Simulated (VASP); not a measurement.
# Mg32O30F (a cell with a defect) in VASP: a series of runs

Mg32O30F (a cell with a defect) is run at these levels: PBE; tasks: single point.

Program: VASP 6.6.1. These are calculated values, not measurements. Logs are shortened: lines on timing, memory, paths and dates and some standing lists are left out, and cuts for length are marked.

### 1 The cell of the first run

The cell holds a defect, 63 atoms: a = 8.606 Å, b = 8.606 Å, c = 8.606 Å, α = 90.00°, β = 90.00°, γ = 90.00°.

### 2 Single point, PBE

The input, INCAR:

```
  ALGO = Normal
  EDIFF = 1E-6
  ENCUT = 520
  GGA = PE
  ISIF = 2
  ISMEAR = 0
  LASPH = True
  LCHARG = True
  LELF = True
  LREAL = Auto
  LVHAR = True
  LWAVE = False
  NBANDS = 162
  NELECT = 250.0
  NELM = 80
  PREC = Accurate
  SIGMA = 0.02
```

The input, KPOINTS:

```
k-points
0
Gamma
  1 1 1
```

The input, POSCAR:

```
Mg32O30F
1.0
    8.6060000000      0.0000000000      0.0000000000
    0.0000000000      8.6060000000      0.0000000000
    0.0000000000      0.0000000000      8.6060000000
Mg O F
32 30 1
Direct
    0.5014438845     -0.0000436583     -0.0118050749
    0.7501973936      0.2503183075     -0.0003159335
    0.7617385935     -0.0000696552      0.2484178182
   -0.0013715260     -0.0000455704     -0.0020452153
    0.2501026122      0.2510012295     -0.0001080199
    0.5003138512      0.4999345750     -0.0020852128
    0.7501931100      0.7495664312     -0.0003226897
    0.2370217823     -0.0000549204      0.2452809903
    0.5001898152      0.2620603901      0.2496883938
    0.7519601082      0.4999404300      0.2495674431
    0.5045868812     -0.0000681214      0.5129069120
    0.7499936964      0.2510113416      0.4997810168
    0.7519386523     -0.0000618305      0.7512793663
   -0.0000186350      0.4999377268     -0.0010086352
    0.2501079498      0.7488830650     -0.0001098089
   -0.0000555923      0.2517505294      0.2498234878
    0.2481916095      0.4999434652      0.2488549436
    0.5001990042      0.7377864643      0.2496661915
   -0.0062653549     -0.0000613936      0.5018347386
    0.2501946419      0.2544675905      0.4996917636
    0.5010249224      0.4999280540      0.5017038608
    0.7499938118      0.7488704456      0.4997855441
    0.2480538416     -0.0000352367      0.7561396197
    0.5000577239      0.2517523077      0.7499495037
    0.7509037654      0.4999317302      0.7499146188
   -0.0000625988      0.7481277036      0.2498154664
   -0.0007839070      0.4999389131      0.5005481894
    0.2502031864      0.7453655557      0.4996853013
    0.0001863030      0.2506555583      0.7496975621
    0.2493487100      0.4999417724      0.7506774549
    0.5000717810      0.7481392946      0.7499632968
    0.0001819224      0.7492300512      0.7497125749
    0.7475195847      0.2473135149      0.2498879949
    0.0002274323      0.4999418084      0.2500186029
    0.0002214942      0.2489734360      0.4990607332
    0.2526819205      0.2473743500      0.2497238591
    0.4999185618      0.4999321804      0.2499596450
    0.7475162284      0.7525690599      0.2498568797
   -0.0004197525     -0.0000650807      0.2496247671
    0.5001344920      0.2473877776      0.4972515090
    0.7495159331      0.4999518437      0.4991124168
    0.0002406260      0.7509247895      0.4990737757
    0.7494562995      0.2491293370      0.7495493775
    0.0003606679      0.4999384144      0.7495384317
    0.0003313697      0.2491311542      0.0004628127
    0.2526799483      0.7525204060      0.2497633630
    0.2507891175      0.4999264001      0.4990951086
    0.5001186984      0.7525085159      0.4972415138
    0.7474545171     -0.0000711562      0.4972118174
    0.2508104760      0.2489980995      0.7496895743
    0.4998787725      0.4999351026      0.7496541626
    0.7494343967      0.7507399335      0.7495708879
    0.0000189245     -0.0000583123      0.7498944543
    0.5000079376      0.2473696594      0.0023036683
    0.7495157272      0.4999308625      0.0003705793
    0.0003270653      0.7507679863      0.0004467462
    0.2508271015      0.7509050593      0.7496590393
    0.5002405834     -0.0000404638      0.7503225871
    0.2507785998      0.4999411273      0.0003718205
    0.5000051842      0.7525451407      0.0023141623
    0.7480436951     -0.0000391574      0.0018111005
    0.2527407074     -0.0000484046      0.0024206582
    0.5046092499      0.0000116702      0.2451554827
```

Potentials or basis: VASP PAW PBE potentials, release 64 (Mg, O, F).

On the command line:

```sh
$ cat potpaw_PBE.64/Mg/POTCAR potpaw_PBE.64/O/POTCAR potpaw_PBE.64/F/POTCAR > POTCAR
$ mpirun -np 1 vasp_gam > vasp.out
```

OUTCAR:

```text
EDIFF = 1E-6
   ENCUT = 520
   GGA = PE
   ISIF = 2
   ISMEAR = 0
   LASPH = True
   LREAL = Auto
   NELECT = 250.0
   NELM = 80
   PREC = Accurate

 ion  position               nearest neighbor table
   1  0.501  1.000  0.988-  58 2.05  61 2.13  60 2.13  54 2.13  62 2.14  63 2.21  23 2.96  13 2.97
                            24 2.98  31 2.98   2 3.04   7 3.04   5 3.06  15 3.06   3 3.17   8 3.17
   2  0.750  0.250  1.000-  55 2.15  45 2.15  43 2.15  54 2.15  33 2.15  61 2.15  13 3.04   4 3.04
                             1 3.04  25 3.04   3 3.04  14 3.04   6 3.04  10 3.04  24 3.04  16 3.04
   3  0.762  1.000  0.248-  39 2.05  61 2.13  38 2.13  33 2.13  49 2.14  63 2.21  19 2.96   4 2.97
                            26 2.98  16 2.98   7 3.04   2 3.04  22 3.06  12 3.06   1 3.17  11 3.17
   4  0.999  1.000  0.998-  53 2.13  45 2.14  56 2.14  61 2.16  39 2.17  62 2.19   8 2.96   3 2.97
                            23 2.99  13 3.00   2 3.04   7 3.04  29 3.04  32 3.04   5 3.06  15 3.06
   5  0.250  0.251  1.000-  59 2.14  45 2.15  36 2.15  54 2.15  50 2.15  62 2.16  23 3.01   8 3.02
                            17 3.03  30 3.03  14 3.04   6 3.04  24 3.04  16 3.04  29 3.04   9 3.04
   6  0.500  0.500  0.998-  51 2.14  55 2.14  59 2.15  37 2.17  54 2.17  60 2.17  18 2.98   9 2.98
                            24 3.02  31 3.02  30 3.03  25 3.03   5 3.04  15 3.04   2 3.04   7 3.04
   7  0.750  0.750  1.000-  55 2.15  52 2.15  56 2.15  38 2.15  60 2.15  61 2.16  13 3.04   4 3.04
                             3 3.04  25 3.04   1 3.04  14 3.04   6 3.04  10 3.04  31 3.04  26 3.04
   8  0.237  1.000  0.245-  39 2.04  62 2.09  46 2.13  36 2.13  63 2.30   4 2.96  16 2.98  26 2.98
                             5 3.02  15 3.02  19 3.04  20 3.10  28 3.10   1 3.17   9 3.20  18 3.20
   9  0.500  0.262  0.250-  37 2.05  33 2.13  54 2.13  36 2.13  40 2.13  63 2.26   6 2.98  10 2.98
[... 76 lines left out ...]
  62  0.253  1.000  0.002-   8 2.09  23 2.12   1 2.14   5 2.16  15 2.16   4 2.19
  63  0.505  0.000  0.245-   1 2.21   3 2.21   9 2.26  18 2.26   8 2.30  11 2.30

  LATTYP: Found a simple cubic cell.
 ALAT       =     8.6060000000

  Lattice vectors:

 A1 = (   8.6060000000,   0.0000000000,   0.0000000000)
 A2 = (   0.0000000000,   8.6060000000,   0.0000000000)
 A3 = (   0.0000000000,   0.0000000000,   8.6060000000)

Analysis of symmetry for initial positions (statically):
=====================================================================
 Subroutine PRICEL returns:
 Original cell was already a primitive cell.

 Routine SETGRP: Setting up the symmetry group for a
 simple cubic supercell.

 Subroutine GETGRP returns: Found  1 space group operations
 (whereof  1 operations were pure point group operations)
 out of a pool of 48 trial point group operations.

The static configuration has the point symmetry C_1 .

Analysis of symmetry for dynamics (positions and initial velocities):
=====================================================================
 Subroutine PRICEL returns:
 Original cell was already a primitive cell.

 Routine SETGRP: Setting up the symmetry group for a
 simple cubic supercell.

 Subroutine GETGRP returns: Found  1 space group operations
 (whereof  1 operations were pure point group operations)
 out of a pool of 48 trial point group operations.

The dynamic configuration has the point symmetry C_1 .

 Subroutine INISYM returns: Found  1 space group operations
 (whereof  1 operations are pure point group operations),
 and found     1 'primitive' translations

----------------------------------------------------------------------------------------

                                     Primitive cell

  volume of cell :     637.3882

  direct lattice vectors                    reciprocal lattice vectors
     8.606000000  0.000000000  0.000000000     0.116198001  0.000000000  0.000000000
     0.000000000  8.606000000  0.000000000     0.000000000  0.116198001  0.000000000
     0.000000000  0.000000000  8.606000000     0.000000000  0.000000000  0.116198001

[... 135 lines left out ...]

 KPOINTS: k-points

Automatic generation of k-mesh.
 Grid dimensions read from file:
 generate k-points for:    1    1    1

 Generating k-lattice:

  Cartesian coordinates                     Fractional coordinates (reciprocal lattice)
     0.116198001  0.000000000  0.000000000     1.000000000  0.000000000  0.000000000
     0.000000000  0.116198001  0.000000000     0.000000000  1.000000000  0.000000000
     0.000000000  0.000000000  0.116198001     0.000000000  0.000000000  1.000000000

  Length of vectors
     0.116198001  0.116198001  0.116198001

  Shift w.r.t. Gamma in fractional coordinates (k-lattice)
     0.000000000  0.000000000  0.000000000

 Subroutine IBZKPT returns following result:
 ===========================================

 Found      1 irreducible k-points:

 Following reciprocal coordinates:
            Coordinates               Weight
  0.000000  0.000000  0.000000      1.000000
   k-points           NKPTS =      1   k-points in BZ     NKDIM =      1   number of bands    NBANDS=    162
   number of dos      NEDOS =    301   number of ions     NIONS =     63
   total plane-waves  NPLWV = 262144
   dimension x,y,z NGX =    64 NGY =   64 NGZ =   64
   dimension x,y,z NGXF=   128 NGYF=  128 NGZF=  128
   ions per type =              32  30   1
   NGX,Y,Z   is equivalent  to a cutoff of  12.36, 12.36, 12.36 a.u.
   NGXF,Y,Z  is equivalent  to a cutoff of  24.73, 24.73, 24.73 a.u.
 SYSTEM =  unknown system
   PREC   = accura    normal or accurate (medium, high low for compatibility)
   ISTART =      0    job   : 0-new  1-cont  2-samecut
   ICHARG =      2    charge: 1-file 2-atom 10-const
   ISPIN  =      1    spin polarized calculation?
   LNONCOLLINEAR =      F non collinear calculations
   LSORBIT =      F    spin-orbit coupling
   LASPH  =      T    aspherical Exc in radial PAW
   ENCUT  =  520.0 eV  38.22 Ry    6.18 a.u.  16.00 16.00 16.00*2*pi/ulx,y,z
   NELM   =     80;   NELMIN=  2; NELMDL= -5     # of ELM steps
   EDIFF  = 0.1E-05   stopping-criterion for ELM
   LREAL  =      T    real-space projection
   EDIFFG = 0.1E-04   stopping-criterion for IOM
   NSW    =      0    number of steps for IOM
   IBRION =     -1    ionic relax: 0-MD 1-quasi-New 2-CG
   NFREE  =      0    steps in history (QN), initial steepest desc. (CG)
   ISIF   =      2    stress and relaxation
   ISYM   =      2    0-nonsym 1-usesym 2-fastsym
   POTIM  = 0.5000    time-step for ionic-motion
   TEBEG  =    0.0;   TEEND  =   0.0 temperature during run
   PSTRESS=    0.0 pullay stress
   NELECT =     250.0000    total number of electrons
   NUPDOWN=      -1.0000    fix difference up-down
   EMIN   =  10.00;   EMAX   =-10.00  energy-range for DOS
   EFERMI =   0.00;   METHOD = LEGACY
   ISMEAR =     0;   SIGMA  =   0.02  broadening in eV -4-tet -1-fermi 0-gaus
   EFERMI_NEDOS =   21; number of points for ismear=-14 and -15
   IALGO  =     38    algorithm
   IMIX   =      4    mixing-type and parameters
     AMIX     =   0.40;   BMIX     =  1.00
     AMIX_MAG =   1.60;   BMIX_MAG =  1.00
  volume/ion in A,a.u.               =      10.12        68.27
  Fermi-wavevector in a.u.,A,eV,Ry     =   1.198359  2.264570 19.538830  1.436064
  Thomas-Fermi vector in A             =   2.334250
   LORBIT       =      0    0 simple, 1 ext, 2 COOP (PROOUT), +10 PAW based schemes
   GGA     = PE    functional components
   LHFCALC =     F    Hartree Fock is set to
   AEXX    =    0.0000 exact exchange contribution
   IVDW    =     0    specifies the selected vdW correction
   LEPSILON=     F    determine dielectric tensor
   LRPA    =     F    only Hartree local field effects (RPA)
 non-spin polarized calculation
 Gauss-broadening in eV      SIGMA  =   0.02
  energy-cutoff  :      520.00
  volume of cell :      637.39
 maximum number of plane-waves:      8539
   NGX = 33   NGY = 33   NGZ = 33

 number of electron     249.9999859 magnetization

 Free energy of the ion-electron system (eV)
  ---------------------------------------------------
  ext. energy  EPLUGINS =         0.00000000
  ---------------------------------------------------
  free energy    TOTEN  =      -371.20684940 eV

  energy without entropy =     -371.20684940  energy(sigma->0) =     -371.20684940

 E-fermi :   4.9390     XC(G=0): -10.6912

 val. band max:        4.7562119603   @ k =   0.0000   0.0000   0.0000
 cond. band min:       7.2718729491   @ k =   0.0000   0.0000   0.0000
 fundamental gap:      2.5156609888
 Fermi energy:         4.9390429995

 k-point     1 :       0.0000    0.0000    0.0000
  band No.  band energies     occupation
      1     -20.9604      2.00000
      2     -14.2244      2.00000
      3     -13.6810      2.00000
      4     -13.6766      2.00000
      5     -13.6265      2.00000
      6     -13.5888      2.00000
[... 129 lines left out ...]
    136      10.5465      0.00000
    137      10.5660      0.00000
 [bands above 137 left out]

------------------------ aborting loop because EDIFF is reached ----------------------------------------

  FORCE on cell =-STRESS in cart. coord.  units (eV):
  Direction    XX          YY          ZZ          XY          YZ          ZX
  --------------------------------------------------------------------------------------
  -------------------------------------------------------------------------------------
  Total      -22.9597343    -23.4846595    -22.9544144      0.0013478     -0.0012253     -0.1153960
  in kB      -57.7129686    -59.0324522    -57.6995963      0.0033879     -0.0030799     -0.2900663
  external PRESSURE =     -58.1483390 kB  Pullay stress =       0.0000000 kB

 VOLUME and BASIS-vectors are now :
 -----------------------------------------------------------------------------
  energy-cutoff  :      520.00
  volume of cell :      637.39
      direct lattice vectors                 reciprocal lattice vectors
     8.606000000  0.000000000  0.000000000     0.116198001  0.000000000  0.000000000
     0.000000000  8.606000000  0.000000000     0.000000000  0.116198001  0.000000000
     0.000000000  0.000000000  8.606000000     0.000000000  0.000000000  0.116198001

 POSITION                                       TOTAL-FORCE (eV/Angst)
 -----------------------------------------------------------------------------------
      4.31543      8.60562      8.50441        -0.001342      0.000188     -0.014564
      6.45620      2.15424      8.60328         0.002712      0.001468     -0.003805
      6.55552      8.60540      2.13788         0.009790      0.000968      0.002201
      8.59420      8.60561      8.58840        -0.002137     -0.000459     -0.000701
      2.15238      2.16012      8.60507         0.000837      0.006578     -0.002511
      4.30570      4.30244      8.58805        -0.000873     -0.000806     -0.000865
[... 55 lines left out ...]
      2.17509      8.60558      0.02083        -0.000049     -0.000848     -0.000061
      4.34267      0.00010      2.10981         0.010022     -0.002107     -0.004836
 -----------------------------------------------------------------------------------
    total drift:                               -0.001821      0.004285      0.006585

  FREE ENERGIE OF THE ION-ELECTRON SYSTEM (eV)
  ---------------------------------------------------
  free  energy   TOTEN  =      -371.2068494024 eV

  energy  without entropy=     -371.2068494024  energy(sigma->0) =     -371.20684940
```

Wall time 7.1 min (1 thread of Intel Xeon 8259CL, shared host); peak memory 0.57 GiB.

What came out:

```
Free energy   : -371.2068 eV
Largest force : 0.029 eV/Å
```

Forces in eV/Å, atoms in the order of the input:
```
Mg  -0.001  0.000 -0.015
Mg   0.003  0.001 -0.004
Mg   0.010  0.001  0.002
Mg  -0.002  0.000 -0.001
Mg   0.001  0.007 -0.003
Mg  -0.001 -0.001 -0.001
Mg   0.004 -0.003 -0.005
Mg  -0.020 -0.001 -0.021
Mg   0.001  0.019 -0.001
Mg   0.000 -0.001  0.000
Mg   0.022  0.000  0.019
Mg   0.001  0.005 -0.001
Mg   0.000  0.001  0.002
Mg  -0.001  0.000 -0.007
Mg   0.001 -0.006 -0.003
Mg  -0.002  0.001  0.000
Mg   0.002 -0.001 -0.003
Mg   0.000 -0.017  0.001
Mg  -0.004  0.000  0.000
Mg  -0.003  0.016  0.004
Mg   0.004  0.000 -0.001
Mg   0.001 -0.005 -0.001
Mg   0.002 -0.002  0.006
Mg   0.000  0.002  0.002
Mg   0.005 -0.001  0.000
Mg  -0.001  0.000  0.000
Mg  -0.004  0.000  0.003
Mg  -0.004 -0.012  0.005
Mg   0.002  0.002 -0.002
Mg  -0.004 -0.001  0.003
Mg  -0.001 -0.002  0.001
Mg   0.003 -0.002 -0.003
O    0.000 -0.001  0.001
O   -0.001  0.001  0.000
O   -0.003  0.011  0.005
O    0.003 -0.011  0.006
O    0.001  0.001  0.001
O   -0.001  0.002  0.003
O    0.005  0.001  0.002
O   -0.004 -0.013 -0.006
O    0.004  0.000  0.003
O   -0.005 -0.012  0.004
O    0.003  0.006  0.002
O   -0.004  0.001  0.003
O   -0.002  0.005 -0.003
O    0.004  0.010  0.003
O   -0.004  0.001  0.004
O   -0.002  0.011 -0.006
O    0.000 -0.001 -0.005
O   -0.005  0.010  0.001
O    0.001  0.001  0.002
O    0.004 -0.004  0.002
O   -0.005  0.001  0.005
O   -0.001 -0.003  0.002
O    0.003  0.001 -0.001
O   -0.001 -0.006 -0.001
O   -0.005 -0.010  0.004
O    0.000 -0.001 -0.005
O   -0.004  0.001 -0.003
O   -0.001  0.002  0.002
O   -0.002 -0.001  0.003
O    0.000 -0.001  0.000
F    0.010 -0.002 -0.005
```

Caveat: the k points lie up to 0.73 Å⁻¹ apart; the cell carries a net charge on a neutralising background, which shifts energy and pressure; the cell is charged against a uniform background, so pressure and absolute levels hang on convention.

(Part 1 of 3 ends here.)
